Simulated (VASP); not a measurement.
Wanted: the native input for a VASP 6.6.1 run.

| Property | Result |
| --- | --- |
| Task | dielectric tensor |
| Functional | r2SCAN |
| Potentials or basis | VASP PAW PBE potentials, release 64 (Al, P) |
| Cutoff | 440 eV |
| k mesh | 6 × 6 × 6 |
| Occupations | gaussian, width 0.01 eV |
| Spin | no spin polarisation |
| Dipole correction | no |
| Further INCAR settings | ALGO = Normal; EDIFF = 1e-08 |

The structure of AlP lies in POSCAR:

```
AlP
1.0
    0.0000000000      2.7392572066      2.7392572066
    2.7392572066      0.0000000000      2.7392572066
    2.7392572066      2.7392572066      0.0000000000
Al P
1 1
Direct
    0.0000000000      0.0000000000      0.0000000000
    0.2500000000      0.2500000000      0.2500000000
```

These files were run (other wordings do the same):

INCAR

```
PREC = Accurate
ENCUT = 440
EDIFF = 1E-8
ISMEAR = 0
SIGMA = 0.01
LREAL = F
LASPH = T
NELM = 120
ALGO = Normal
ISIF = 2
LWAVE = F
LCHARG = F
METAGGA = R2SCAN
LMIXTAU = T
LCALCEPS = T
GGA_COMPAT = F
```

KPOINTS

```
regular mesh
0
Gamma
  6 6 6
```

Potentials or basis: VASP PAW PBE potentials, release 64 (Al, P).

Run with:

```sh
$ cat potpaw_PBE.64/Al/POTCAR potpaw_PBE.64/P/POTCAR > POTCAR
$ mpirun -np 1 vasp_std > vasp.out
```

It gave:

| Property | Result |
| --- | --- |
| Band gap on the k mesh | 1.93 eV, indirect (least direct gap 3.91 eV) |
| Electronic dielectric tensor (diagonal) | 7.18 |
| Born charges (mean of the diagonal) | Al +2.23; P -2.23 e |

It took 13 min on 1 thread of Intel Xeon 6975P-C, on a shared host, peak memory 0.22 GiB.
